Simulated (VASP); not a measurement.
# TiB4 (P6/mmm) in VASP: a series of runs

The runs below take TiB4 through single point, with PBE.

Everything below comes from runs of VASP 6.6.1. Logs are shortened: lines on timing, memory, paths and dates and some standing lists are left out, and cuts for length are marked.

## (1) The cell of the first run

Symmetry: P6/mmm, No. 191, hexagonal system. The conventional cell has a = 3.038 Å, b = 3.038 Å, c = 5.043 Å, α = 90.00°, β = 90.00°, γ = 120.00°. Ti (site symmetry 6/mmm) has 12 B at 2.35 Å and 6 Ti at 3.04 Å within 3.1 Å. B (site symmetry 3m) has 4 B at 1.75 to 1.92 Å within 2.3 Å.

## (2) Single point, PBE

INCAR reads:

```
SYSTEM = TiB4
ALGO = Normal
EDIFF = 1E-7
ENCUT = 520
GGA = PE
ISIF = 2
ISMEAR = 0
LASPH = .True.
LCHARG = .True.
LELF = .True.
LREAL = .False.
LVHAR = .True.
LWAVE = .False.
NBANDS = 20
NELM = 80
PREC = Accurate
SIGMA = 0.1
```

KPOINTS reads:

```
k-points
0
Gamma
  6 6 4
  0 0 0
```

POSCAR reads:

```
TiB4
1.0
    3.0384570859      0.0000000000      0.0000000000
   -1.5192285430      2.6313810247      0.0000000000
    0.0000000000      0.0000000000      5.0426338310
Ti B
1 4
Direct
    0.0000000000      0.0000000000      0.4146740392
    0.3333333333      0.6666666667      0.7243208862
    0.6666666667      0.3333333333      0.7243208862
    0.3333333333      0.6666666667      0.1050440692
    0.6666666667      0.3333333333      0.1050440692
```

Potentials or basis: VASP PAW PBE potentials, release 64 (Ti_sv, B).

Run with:

```
$ cat potpaw_PBE.64/Ti_sv/POTCAR potpaw_PBE.64/B/POTCAR > POTCAR
$ mpirun -np 1 vasp_std > vasp.out
```

OUTCAR:

```text
SYSTEM = TiB4
   EDIFF = 1E-7
   ENCUT = 520
   GGA = PE
   ISIF = 2
   ISMEAR = 0
   LASPH = .True.
   LREAL = .False.
   NELM = 80
   PREC = Accurate

 ion  position               nearest neighbor table
   1  0.000  0.000  0.415-   4 2.35   5 2.35   5 2.35   4 2.35   5 2.35   4 2.35   2 2.35   3 2.35
                             2 2.35   3 2.35   3 2.35   2 2.35
   2  0.333  0.667  0.724-   3 1.75   3 1.75   3 1.75   4 1.92   1 2.35   1 2.35   1 2.35
   3  0.667  0.333  0.724-   2 1.75   2 1.75   2 1.75   5 1.92   1 2.35   1 2.35   1 2.35
   4  0.333  0.667  0.105-   5 1.75   5 1.75   5 1.75   2 1.92   1 2.35   1 2.35   1 2.35
   5  0.667  0.333  0.105-   4 1.75   4 1.75   4 1.75   3 1.92   1 2.35   1 2.35   1 2.35

  LATTYP: Found a hexagonal cell.
 ALAT       =     3.0384570859
 C/A-ratio  =     1.6596034397

  Lattice vectors:

 A1 = (   3.0384570859,   0.0000000000,   0.0000000000)
 A2 = (  -1.5192285430,   2.6313810247,   0.0000000000)
 A3 = (   0.0000000000,   0.0000000000,   5.0426338310)

Analysis of symmetry for initial positions (statically):
=====================================================================
 Subroutine PRICEL returns:
 Original cell was already a primitive cell.

 Routine SETGRP: Setting up the symmetry group for a
 hexagonal supercell.

 Subroutine GETGRP returns: Found 12 space group operations
 (whereof 12 operations were pure point group operations)
 out of a pool of 24 trial point group operations.

The static configuration has the point symmetry C_6v.

Analysis of symmetry for dynamics (positions and initial velocities):
=====================================================================
 Subroutine PRICEL returns:
 Original cell was already a primitive cell.

 Routine SETGRP: Setting up the symmetry group for a
 hexagonal supercell.

 Subroutine GETGRP returns: Found 12 space group operations
 (whereof 12 operations were pure point group operations)
 out of a pool of 24 trial point group operations.

The dynamic configuration has the point symmetry C_6v.

 Subroutine INISYM returns: Found 12 space group operations
 (whereof 12 operations are pure point group operations),
 and found     1 'primitive' translations

----------------------------------------------------------------------------------------

                                     Primitive cell

  volume of cell :      40.3176

  direct lattice vectors                    reciprocal lattice vectors
     3.038457086  0.000000000  0.000000000     0.329114406  0.190014291  0.000000000
    -1.519228543  2.631381025  0.000000000     0.000000000  0.380028582  0.000000000
     0.000000000  0.000000000  5.042633831     0.000000000  0.000000000  0.198309065

  length of vectors
     3.038457086  3.038457086  5.042633831     0.380028582  0.380028582  0.198309065

  position of ions in fractional coordinates (direct lattice)
     0.000000000  0.000000000  0.414674039
     0.333333333  0.666666667  0.724320886
     0.666666667  0.333333333  0.724320886
     0.333333333  0.666666667  0.105044069
     0.666666667  0.333333333  0.105044069

  ion indices of the primitive-cell ions
   primitive index   ion index
                 1           1
                 2           2
                 3           3
                 4           4
                 5           5

----------------------------------------------------------------------------------------

 KPOINTS: k-points

Automatic generation of k-mesh.
 Grid dimensions read from file:
 generate k-points for:    6    6    4

 Generating k-lattice:

  Cartesian coordinates                     Fractional coordinates (reciprocal lattice)
     0.054852401  0.031669049  0.000000000     0.166666667  0.000000000  0.000000000
     0.000000000  0.063338097  0.000000000     0.000000000  0.166666667  0.000000000
     0.000000000  0.000000000  0.049577266     0.000000000  0.000000000  0.250000000

  Length of vectors
     0.063338097  0.063338097  0.049577266

  Shift w.r.t. Gamma in fractional coordinates (k-lattice)
     0.000000000  0.000000000  0.000000000

 Subroutine IBZKPT returns following result:
 ===========================================

 Found     21 irreducible k-points:

 Following reciprocal coordinates:
            Coordinates               Weight
  0.000000  0.000000  0.000000      1.000000
  0.166667  0.000000  0.000000      6.000000
  0.333333  0.000000  0.000000      6.000000
  0.500000  0.000000  0.000000      3.000000
  0.166667  0.166667  0.000000      6.000000
  0.333333  0.166667  0.000000     12.000000
[... 13 lines left out ...]
  0.333333  0.166667  0.500000     12.000000
  0.333333  0.333333  0.500000      2.000000
   k-points           NKPTS =     21   k-points in BZ     NKDIM =     21   number of bands    NBANDS=     20
   number of dos      NEDOS =    301   number of ions     NIONS =      5
   total plane-waves  NPLWV =  23040
   dimension x,y,z NGX =    24 NGY =   24 NGZ =   40
   dimension x,y,z NGXF=    48 NGYF=   48 NGZF=   80
   ions per type =               1   4
   NGX,Y,Z   is equivalent  to a cutoff of  13.13, 13.13, 13.19 a.u.
   NGXF,Y,Z  is equivalent  to a cutoff of  26.26, 26.26, 26.37 a.u.
 SYSTEM =  TiB4
   PREC   = accura    normal or accurate (medium, high low for compatibility)
   ISTART =      0    job   : 0-new  1-cont  2-samecut
   ICHARG =      2    charge: 1-file 2-atom 10-const
   ISPIN  =      1    spin polarized calculation?
   LNONCOLLINEAR =      F non collinear calculations
   LSORBIT =      F    spin-orbit coupling
   LASPH  =      T    aspherical Exc in radial PAW
   ENCUT  =  520.0 eV  38.22 Ry    6.18 a.u.   5.65  5.65  9.38*2*pi/ulx,y,z
   NELM   =     80;   NELMIN=  2; NELMDL= -5     # of ELM steps
   EDIFF  = 0.1E-06   stopping-criterion for ELM
   LREAL  =      F    real-space projection
   EDIFFG = 0.1E-05   stopping-criterion for IOM
   NSW    =      0    number of steps for IOM
   IBRION =     -1    ionic relax: 0-MD 1-quasi-New 2-CG
   NFREE  =      0    steps in history (QN), initial steepest desc. (CG)
   ISIF   =      2    stress and relaxation
   ISYM   =      2    0-nonsym 1-usesym 2-fastsym
   POTIM  = 0.5000    time-step for ionic-motion
   TEBEG  =    0.0;   TEEND  =   0.0 temperature during run
   PSTRESS=    0.0 pullay stress
   NELECT =      24.0000    total number of electrons
   NUPDOWN=      -1.0000    fix difference up-down
   EMIN   =  10.00;   EMAX   =-10.00  energy-range for DOS
   EFERMI =   0.00;   METHOD = LEGACY
   ISMEAR =     0;   SIGMA  =   0.10  broadening in eV -4-tet -1-fermi 0-gaus
   EFERMI_NEDOS =   21; number of points for ismear=-14 and -15
   IALGO  =     38    algorithm
   IMIX   =      4    mixing-type and parameters
     AMIX     =   0.40;   BMIX     =  1.00
     AMIX_MAG =   1.60;   BMIX_MAG =  1.00
  volume/ion in A,a.u.               =       8.06        54.42
  Fermi-wavevector in a.u.,A,eV,Ry     =   1.377148  2.602432 25.803932  1.896535
  Thomas-Fermi vector in A             =   2.502327
   LORBIT       =      0    0 simple, 1 ext, 2 COOP (PROOUT), +10 PAW based schemes
   GGA     = PE    functional components
   LHFCALC =     F    Hartree Fock is set to
   AEXX    =    0.0000 exact exchange contribution
   IVDW    =     0    specifies the selected vdW correction
   LEPSILON=     F    determine dielectric tensor
   LRPA    =     F    only Hartree local field effects (RPA)
 non-spin polarized calculation
 Gauss-broadening in eV      SIGMA  =   0.10
  energy-cutoff  :      520.00
  volume of cell :       40.32
 maximum number of plane-waves:      1111
 NGX is ok and might be reduce to    24
   NGX = 11   NGY = 11   NGZ = 19

 number of electron      24.0000000 magnetization

 Free energy of the ion-electron system (eV)
  ---------------------------------------------------
  ext. energy  EPLUGINS =         0.00000000
  ---------------------------------------------------
  free energy    TOTEN  =       -36.83680059 eV

  energy without entropy =      -36.82717578  energy(sigma->0) =      -36.83198819

 E-fermi :   8.3964     XC(G=0): -12.3719

 val. band max:        8.3789128819   @ k =   0.1667   0.0000   0.0000
 cond. band min:       8.4120802372   @ k =   0.0000   0.0000   0.2500
 fundamental gap:      0.0331673553
 Fermi energy:         8.3963819192

 k-point     1 :       0.0000    0.0000    0.0000
  band No.  band energies     occupation
      1     -48.2505      2.00000
      2     -24.6450      2.00000
      3     -24.3359      2.00000
      4     -24.3359      2.00000
      5      -5.7931      2.00000
      6      -0.8739      2.00000
[... 12 lines left out ...]
     19      13.9361      0.00000
     20      13.9361      0.00000

 k-point     2 :       0.1667    0.0000    0.0000
  band No.  band energies     occupation
      1     -48.2372      2.00000
      2     -24.6246      2.00000
      3     -24.4376      2.00000
      4     -24.3587      2.00000
      5      -5.3031      2.00000
      6      -0.6341      2.00000
[... 12 lines left out ...]
     19      15.3473      0.00000
     20      16.0373      0.00000

 k-point     3 :       0.3333    0.0000    0.0000
  band No.  band energies     occupation
      1     -48.2104      2.00000
      2     -24.6366      2.00000
      3     -24.5836      2.00000
      4     -24.4041      2.00000
      5      -3.8847      2.00000
      6       0.0727      2.00000
[... 12 lines left out ...]
     19      15.7957      0.00000
     20      16.7247      0.00000

 k-point     4 :       0.5000    0.0000    0.0000
  band No.  band energies     occupation
      1     -48.1969      2.00000
      2     -24.7340      2.00000
      3     -24.5630      2.00000
      4     -24.4266      2.00000
      5      -1.9921      2.00000
      6      -1.1910      2.00000
[... 360 lines left out ...]
 k-point    20 :       0.3333    0.1667    0.5000
  band No.  band energies     occupation
      1     -48.1969      2.00000
      2     -24.6826      2.00000
      3     -24.5643      2.00000
      4     -24.4795      2.00000
      5      -2.4385      2.00000
      6       0.3193      2.00000
[... 12 lines left out ...]
     19      14.9863      0.00000
     20      17.1722      0.00000

 k-point    21 :       0.3333    0.3333    0.5000
  band No.  band energies     occupation
      1     -48.1902      2.00000
      2     -24.6119      2.00000
      3     -24.6119      2.00000
      4     -24.5539      2.00000
      5      -0.8951      2.00000
      6      -0.8951      2.00000
[... 12 lines left out ...]
     19      15.4384      0.00000
     20      18.8099      0.00000

------------------------ aborting loop because EDIFF is reached ----------------------------------------

  FORCE on cell =-STRESS in cart. coord.  units (eV):
  Direction    XX          YY          ZZ          XY          YZ          ZX
  --------------------------------------------------------------------------------------
  -------------------------------------------------------------------------------------
  Total        0.0288765      0.0288765      0.0052979     -0.0000000     -0.0000000      0.0000000
  in kB        1.1475203      1.1475203      0.2105316     -0.0000000     -0.0000000      0.0000000
  external PRESSURE =       0.8351907 kB  Pullay stress =       0.0000000 kB

 VOLUME and BASIS-vectors are now :
 -----------------------------------------------------------------------------
  energy-cutoff  :      520.00
  volume of cell :       40.32
      direct lattice vectors                 reciprocal lattice vectors
     3.038457086  0.000000000  0.000000000     0.329114406  0.190014291  0.000000000
    -1.519228543  2.631381025  0.000000000     0.000000000  0.380028582  0.000000000
     0.000000000  0.000000000  5.042633831     0.000000000  0.000000000  0.198309065

 POSITION                                       TOTAL-FORCE (eV/Angst)
 -----------------------------------------------------------------------------------
      0.00000      0.00000      2.09105         0.000000     -0.000000      0.000851
     -0.00000      1.75425      3.65249         0.000000     -0.000000     -0.003070
      1.51923      0.87713      3.65249        -0.000000      0.000000     -0.003070
     -0.00000      1.75425      0.52970         0.000000     -0.000000      0.002645
      1.51923      0.87713      0.52970        -0.000000     -0.000000      0.002645
 -----------------------------------------------------------------------------------
    total drift:                                0.000000      0.000000     -0.000147

  FREE ENERGIE OF THE ION-ELECTRON SYSTEM (eV)
  ---------------------------------------------------
  free  energy   TOTEN  =       -36.8368005878 eV

  energy  without entropy=      -36.8271757833  energy(sigma->0) =      -36.83198819
```

Wall time 35 s (1 thread of AMD EPYC 7R43 (Zen 3), shared host); peak memory 0.13 GiB.

Results:

```yaml
Free_energy: -36.8368 eV
Pressure: 0.1 GPa
Largest_force: 0.003 eV/Å
Band_gap_on_the_k_mesh: zero (band 12 reaches 9.40 eV, above the bottom of band 13 at 8.38 eV)
```

Forces on the atoms (eV/Å):
```
Ti   0.000  0.000  0.001
B    0.000  0.000 -0.003
B    0.000  0.000 -0.003
B    0.000  0.000  0.003
B    0.000  0.000  0.003
```

Levels at points of the mesh, in eV from the Fermi level:
```tsv
k point	band 8	band 9	band 10	band 11	band 12	band 13	band 14	band 15	band 16	band 17
(0.00, 0.00, 0.00)	-2.36	-2.36	0.34	1.00	1.00	1.14	1.14	2.28	2.28	4.53
(0.50, 0.00, 0.00)	-5.35	-3.74	-3.61	-3.39	-2.74	0.47	2.99	3.40	3.98	4.41
(0.00, 0.00, 0.50)	-2.26	-1.33	-1.33	-1.17	-1.17	0.75	0.75	3.89	3.89	4.56
(0.50, 0.00, 0.50)	-7.27	-4.42	-3.52	-1.61	-1.39	0.96	2.99	3.00	3.46	3.66
```

Caveat: the k points lie up to 0.40 Å⁻¹ apart.

## (3) Single point, PBE, collinear spin, ferromagnetic start

INCAR reads:

```
  ALGO = Normal
  EDIFF = 1E-6
  ENCUT = 520
  GGA = PE
  ISIF = 2
  ISMEAR = 0
  ISPIN = 2
  LASPH = True
  LCHARG = True
  LELF = True
  LMAXMIX = 4
  LORBIT = 11
  LREAL = False
  LVHAR = True
  LWAVE = False
  MAGMOM = 1 0 0 0 0
  NBANDS = 24
  NELM = 150
  PREC = Accurate
  SIGMA = 0.1
```

KPOINTS reads:

```
k-points
0
Gamma
  6 6 4
```

POSCAR reads:

```
TiB4
1.0
    3.0384570859      0.0000000000      0.0000000000
   -1.5192285430      2.6313810247      0.0000000000
    0.0000000000      0.0000000000      5.0426338310
Ti B
1 4
Direct
    0.0000000000      0.0000000000      0.0000000000
    0.3333333333      0.6666666667      0.3096468470
    0.6666666667      0.3333333333      0.3096468470
    0.3333333333      0.6666666667      0.6903531530
    0.6666666667      0.3333333333      0.6903531530
```

Potentials or basis: VASP PAW PBE potentials, release 64 (Ti_sv, B).

Run with:

```
$ cat potpaw_PBE.64/Ti_sv/POTCAR potpaw_PBE.64/B/POTCAR > POTCAR
$ mpirun -np 1 vasp_std > vasp.out
```

It took 80 s on 1 thread of AMD EPYC 7R43 (Zen 3), shared host; peak memory 0.15 GiB.

It converged, with:

```
Free energy                                           : -36.8368 eV
Pressure                                              : 0.1 GPa
Largest force                                         : 0.004 eV/Å
Band gap on the k mesh                                : zero (filled and empty bands overlap)
Net moment                                            : 0.00 μB per cell
Valence electrons inside the program's atomic spheres : Ti 10.46; B 1.97
```

Forces on the atoms (eV/Å):
```
Ti   0.000  0.000  0.000
B    0.000  0.000 -0.004
B    0.000  0.000 -0.004
B    0.000  0.000  0.004
B    0.000  0.000  0.004
```

Stress tensor (GPa, compression positive):
```
0.17 0.00 0.00
0.00 0.17 0.00
0.00 0.00 0.09
```

Levels at points of the mesh, in eV from the Fermi level:
Spin up:
```
           k point  band 9  band 10  band 11  band 12  band 13  band 14  band 15  band 16
(0.00, 0.00, 0.00)   -2.36     0.34     1.00     1.00     1.14     1.14     2.28     2.28
(0.50, 0.00, 0.00)   -3.74    -3.61    -3.39    -2.74     0.47     2.99     3.40     3.98
(0.00, 0.00, 0.50)   -1.33    -1.33    -1.17    -1.17     0.75     0.75     3.89     3.89
(0.50, 0.00, 0.50)   -4.42    -3.52    -1.61    -1.39     0.96     2.99     3.00     3.46
```
Spin down:
| k point | band 9 | band 10 | band 11 | band 12 | band 13 | band 14 | band 15 | band 16 |
| --- | --- | --- | --- | --- | --- | --- | --- | --- |
| (0.00, 0.00, 0.00) | -2.36 | 0.34 | 1.00 | 1.00 | 1.14 | 1.14 | 2.28 | 2.28 |
| (0.50, 0.00, 0.00) | -3.74 | -3.61 | -3.39 | -2.74 | 0.47 | 2.99 | 3.40 | 3.98 |
| (0.00, 0.00, 0.50) | -1.33 | -1.33 | -1.17 | -1.17 | 0.75 | 0.75 | 3.89 | 3.89 |
| (0.50, 0.00, 0.50) | -4.42 | -3.52 | -1.61 | -1.39 | 0.96 | 2.99 | 3.00 | 3.46 |

Caveat: the k points lie up to 0.40 Å⁻¹ apart.

## (4) Single point, PBE

INCAR reads:

```
SYSTEM = TiB4
ALGO = Normal
EDIFF = 1E-6
ENCUT = 520
GGA = PE
ISIF = 2
ISMEAR = 0
LASPH = .True.
LCHARG = .True.
LELF = .True.
LREAL = .False.
LVHAR = .True.
LWAVE = .False.
NBANDS = 20
NELM = 60
PREC = Accurate
SIGMA = 0.1
```

KPOINTS reads:

```
k-points
0
Gamma
  12 12 8
  0 0 0
```

POSCAR reads:

```
TiB4
1.0
    3.0374519710      0.0000000000      0.0000000000
   -1.5187259855      2.6305105696      0.0000000000
    0.0000000000      0.0000000000      5.0461104018
Ti B
1 4
Direct
    0.0000000000      0.0000000000      0.0000000000
    0.3333333333      0.6666666667      0.3075587431
    0.6666666667      0.3333333333      0.3075587431
    0.3333333333      0.6666666667      0.6924412569
    0.6666666667      0.3333333333      0.6924412569
```

Run with:

```
$ cat potpaw_PBE.64/Ti_sv/POTCAR potpaw_PBE.64/B/POTCAR > POTCAR
$ mpirun -np 1 vasp_std > vasp.out
```

Run time: 1.9 min. Hardware: 1 thread of AMD EPYC 7R43 (Zen 3), shared host; peak memory 0.17 GiB.

The run converged. Its results:

```
Free energy            : -36.8938 eV
Pressure               : 0.1 GPa
Largest force          : 0.005 eV/Å
Band gap on the k mesh : zero (band 12 reaches 9.38 eV, above the bottom of band 13 at 8.34 eV)
```

Forces in eV/Å, atoms in the order of the input:
```
Ti   0.000  0.000  0.000
B    0.000  0.000  0.005
B    0.000  0.000  0.005
B    0.000  0.000 -0.005
B    0.000  0.000 -0.005
```

Levels at points of the mesh, in eV from the Fermi level:
| k point | band 8 | band 9 | band 10 | band 11 | band 12 | band 13 | band 14 | band 15 | band 16 | band 17 |
| --- | --- | --- | --- | --- | --- | --- | --- | --- | --- | --- |
| (0.00, 0.00, 0.00) | -2.50 | -2.50 | 0.24 | 0.85 | 0.85 | 0.94 | 0.94 | 2.20 | 2.20 | 4.50 |
| (0.50, 0.00, 0.00) | -5.53 | -3.83 | -3.75 | -3.55 | -2.94 | 0.38 | 2.86 | 3.22 | 3.87 | 4.30 |
| (0.00, 0.00, 0.50) | -2.46 | -1.53 | -1.53 | -1.26 | -1.26 | 0.60 | 0.60 | 3.77 | 3.77 | 4.51 |
| (0.50, 0.00, 0.50) | -7.46 | -4.54 | -3.64 | -1.78 | -1.58 | 0.88 | 2.86 | 2.92 | 3.33 | 3.39 |

## (5) The runs side by side

```tsv
spin	cell	k mesh	gap on the mesh (eV)	pressure (GPa)
off	a = 3.038, b = 3.038, c = 5.043 Å, angles 90.0, 90.0, 120.0°, 5 atoms	6 × 6 × 4	none	0.1
collinear, ferromagnetic start	a = 3.038, b = 3.038, c = 5.043 Å, angles 90.0, 90.0, 120.0°, 5 atoms	6 × 6 × 4	none	0.1
off	a = 3.037, b = 3.037, c = 5.046 Å, angles 90.0, 90.0, 120.0°, 5 atoms	12 × 12 × 8	none	0.1
```

Alike in all rows: task single point; level PBE; potentials or basis VASP PAW PBE potentials, release 64 (Ti_sv, B); cutoff (eV) 520; smearing gaussian 0.1 eV.

Caveats: some runs use coarse meshes.

Total energies depend on the potentials used, so only differences within one code and one set of settings carry meaning.
